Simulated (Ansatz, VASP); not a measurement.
One calculation of GdN, two programs

```
Gd N
1.0
     0.00000    2.49950    2.49950
     2.49950    0.00000    2.49950
     2.49950    2.49950    0.00000
Gd N
1 1
Cartesian
  2.4995 2.4995 2.4995
  0.0000 0.0000 0.0000
```

Alike in both runs: task single point; functional PBE; k mesh 5 × 5 × 5; occupations gaussian, width 0.05 eV; collinear spin; Hubbard terms Gd f U = 6.0 eV.

```csv
,VASP,Ansatz
version,VASP 6.6.1,Ansatz 0.2.0
potentials or method,"VASP PAW PBE potentials, release 64 (Gd, N), cutoff 520 eV","scalar-relativistic, plane waves, PAW"
valence electrons in the cell,23,23
```

```csv
,VASP,Ansatz,Ansatz less VASP
gap on the k mesh at the Fermi level (eV),none,none,-
pressure (GPa),0.8,0.4,-0.41
net moment per atom (μB),3.50,3.50,0.000
size of the moment on the site where the two differ most (μB),6.87,6.94,+0.065
```

Site moments also hang on the region over which each program counts them. The programs project onto different local orbitals, so the same U acts differently, and such runs can settle in different states. A gap of «none» marks a metal or a gap that the smearing closes. Ansatz's warnings: filled band counts differ across k points.

The k mesh is coarse, so the values compare programs but aren't converged. Spin-orbit coupling is off throughout.
